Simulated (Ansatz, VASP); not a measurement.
MoF in VASP and in Ansatz

INCAR

```
PREC = Accurate
ENCUT = 600
EDIFF = 1E-7
ISMEAR = 0
SIGMA = 0.1
LREAL = F
LASPH = T
NELM = 150
ALGO = Normal
ISIF = 3
LWAVE = F
LCHARG = F
ISPIN = 2
MAGMOM = 0.67 0
LORBIT = 11
LMAXMIX = 4
GGA = PE
IBRION = 2
NSW = 90
EDIFFG = -0.04
```

File KPOINTS:

```
regular mesh
0
Gamma
  6 6 6
```

File POSCAR:

```
MoF
1.0
    0.0000000000      2.4187613139      2.4187613139
    2.4187613139      0.0000000000      2.4187613139
    2.4187613139      2.4187613139      0.0000000000
Mo F
1 1
Direct
    0.0000000000      0.0000000000      0.0000000000
    0.7500000000      0.7500000000      0.7500000000
```

Input for Ansatz:

```yaml
crystal:
  lattice:
    - [0.0, 2.4187613139, 2.4187613139]
    - [2.4187613139, 0.0, 2.4187613139]
    - [2.4187613139, 2.4187613139, 0.0]
  atoms:
    - { symbol: Mo, position: [0.0, 0.0, 0.0], spin: 0.67 }
    - { symbol: F, position: [0.75, 0.75, 0.75] }
basis:
  ecutwfc: 420
kpoints:
  mp_grid: { grid: [6, 6, 6] }
hamiltonian:
  xc: pbe
scf:
  occupations: { method: gaussian, width: 0.1 }
  lower_state_search: "off"
output:
  forces: true
  stress: true
  eigenvalues: true
  populations: true
magnetization:
  spin_polarized: true
relax:
  adjacent_minimum: "off"
  f_tol: 0.04
  max_steps: 70
  cell: { stress_tol: 0.4 }
```

Alike in both runs: task relaxation of cell and atoms; functional PBE; k mesh 6 × 6 × 6; occupations gaussian, width 0.1 eV; collinear spin.

|  | VASP | Ansatz |
| --- | --- | --- |
| version | VASP 6.6.1 | Ansatz 0.2.0 |
| potentials or method | VASP PAW PBE potentials, release 64 (Mo_sv, F), cutoff 600 eV | scalar-relativistic, plane waves, PAW |
| valence electrons in the cell | 21 | 21 |

Ansatz gave:

- gap on the k mesh at the Fermi level, each at its own relaxed structure (eV): none
- net moment per atom (μB): 0.49
- size of the moment on the site where the two differ most (μB): 0.62
- relaxed volume (Å³/atom): 14.57
- relaxed length of the cell vector where the two differ most in proportion (Å): 3.454

**Question.** Which values does VASP return?

**Answer.** gap on the k mesh at the Fermi level, each at its own relaxed structure (eV): none; net moment per atom (μB): 0.49; size of the moment on the site where the two differ most (μB): 0.91; relaxed volume (Å³/atom): 14.62; relaxed length of the cell vector where the two differ most in proportion (Å): 3.458.

Site moments also hang on the region over which each program counts them. A gap of «none» marks a metal or a gap that the smearing closes.

The k mesh is coarse, so the values compare programs but aren't converged.
